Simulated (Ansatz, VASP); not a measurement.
One calculation of BPd4, two programs

File INCAR:

```
ALGO = Normal ; EDIFF = 1E-6
ENCUT = 630 ; GGA = PE
GGA_COMPAT = F ; ISIF = 2
ISMEAR = -1 ; LASPH = T
LCHARG = F ; LREAL = F
LWAVE = F ; NBANDS = 46
NELM = 120 ; PREC = Accurate
SIGMA = 0.05
```

Contents of KPOINTS:

```
k-points
0
Gamma
  9 6 5
```

The input POSCAR:

```
BPd4
1.0
    2.8920299704      0.0000000000      0.0000000000
    0.0000000000      4.3650077954      0.0000000000
    0.0000000000      0.0000000000      5.8563150000
Pd B
4 1
Direct
    0.5000000000      0.0000000000      0.1975780000
    0.0000000000      0.0000000000      0.6194700000
    0.0000000000      0.5000000000      0.3291640000
    0.5000000000      0.5000000000      0.8675610000
    0.5000000000      0.0000000000      0.8632270000
```

File input.yaml:

```yaml
crystal:
  lattice:
    - [2.8920299704, 0.0, 0.0]
    - [0.0, 4.3650077954, 0.0]
    - [0.0, 0.0, 5.856315]
  atoms:
    - { symbol: Pd, position: [0.5, 0.0, 0.197578] }
    - { symbol: Pd, position: [0.0, 0.0, 0.61947] }
    - { symbol: Pd, position: [0.0, 0.5, 0.329164] }
    - { symbol: Pd, position: [0.5, 0.5, 0.867561] }
    - { symbol: B, position: [0.5, 0.0, 0.863227] }
hamiltonian:
  xc: pbe
  pseudopotentials: { kind: paw }
kpoints:
  mp_grid: { grid: [9, 6, 5] }
scf:
  occupations: { method: fermi_dirac, width: 0.05 }
output:
  forces: true
  stress: true
  eigenvalues: true
```

Alike in both runs: task single point; functional PBE; k mesh 9 × 6 × 5; occupations fermi-dirac, width 0.05 eV; no spin polarisation.

```csv
,VASP,Ansatz
version,VASP 6.6.1,Ansatz 0.2.0
potentials or method,"VASP PAW PBE potentials, release 64 (Pd_sv_GW, B)",Ansatz PAW
plane-wave cutoff (eV),630,420
valence electrons in the cell,75,75
```

```tsv
	VASP	Ansatz	Ansatz less VASP
gap on the k mesh at the Fermi level (eV)	none	none	-
pressure (GPa)	-1.6	-1.2	+0.38
traceless stress, the component that is largest in VASP (GPa)	0.63	0.65	+0.022
rms of the force components (eV/Å)	0.073	0.079	+0.0053
```

Atom by atom the forces differ by 0.007 eV/Å (rms over components). A gap of «none» marks a metal or a gap that the smearing closes. With one functional, cell and mesh, what is left measures potentials, basis and numerics.
